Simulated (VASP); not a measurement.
Here is a VASP 6.6.1 calculation.

INCAR

```
SYSTEM = LiH
PREC = Accurate ; ENCUT = 600
EDIFF = 1E-7 ; ISMEAR = 0
SIGMA = 0.01 ; LREAL = .False.
LASPH = .True. ; NELM = 100
ALGO = Normal ; ISIF = 3
LWAVE = .False. ; LCHARG = .False.
GGA = PS ; IBRION = 2
NSW = 100 ; EDIFFG = -0.002
PSTRESS = 150.0
```

The input KPOINTS:

```
regular mesh
0
Gamma
  10 10 10
  0 0 0
```

POSCAR

```
LiH
1.0
    1.9903724901      1.9903724901      0.0000000000
   -1.9903724901      1.9903724901      0.0000000000
    0.0000000000      1.9903724901      1.9903724901
Li H
1 1
Direct
    0.0000000000      0.0000000000      0.0000000000
    0.5000000000      0.5000000000      0.0000000000
```

Potentials or basis: VASP PAW PBE potentials, release 64 (Li_sv, H).

Run with:

```bash
$ cat potpaw_PBE.64/Li_sv/POTCAR potpaw_PBE.64/H/POTCAR > POTCAR
$ mpirun -np 1 vasp_std > vasp.out
```

Question: Estimate the relaxed cell.

Answer: a = 2.579 Å, b = 2.579 Å, c = 2.579 Å, α = 60.00°, β = 60.00°, γ = 90.00°.

Question: Estimate the relaxed volume.

Answer: 6.06 Å³/atom.

Question: Estimate the band gap on the k mesh.

Answer: 2.43 eV, direct.

Step by step:
```csv
step,energy change (eV),largest force (eV/Å),pressure (GPa),volume (Å³)
1,0.0000,0.0000,-0.17,15.77
2,0.0212,0.0000,4.69,14.13
3,0.0984,0.0000,11.98,12.59
4,0.1421,0.0000,15.32,12.08
5,0.1357,0.0000,14.85,12.15
6,0.1357,0.0000,14.85,12.15
7,0.1357,0.0000,14.85,12.14
8,0.1357,0.0000,14.85,12.14
9,0.1357,0.0000,14.85,12.14
10,0.1357,0.0000,14.85,12.14
11,0.1357,0.0000,14.85,12.14
12,0.1357,0.0000,14.85,12.14
13,0.1358,0.0000,14.85,12.14
14,0.1358,0.0000,14.86,12.14
15,0.1358,0.0000,14.86,12.14
16,0.1358,0.0000,14.86,12.14
17,0.1359,0.0000,14.87,12.14
18,0.1361,0.0000,14.88,12.14
19,0.1365,0.0000,14.91,12.14
20,0.1373,0.0000,14.97,12.13
```

Caveat: the cutoff is under 1.25 times the usual one of these potentials, so pressure, stress and relaxed cells hold a basis-set (Pulay) error; the cell is relaxed towards a set pressure, so the enthalpy falls and the energy may rise; the volume moved by over 15 % at a fixed basis, so the end points are rough; the PAW data sets were made with another functional, which shifts forces and pressure a little. A k mesh can miss the band edges.
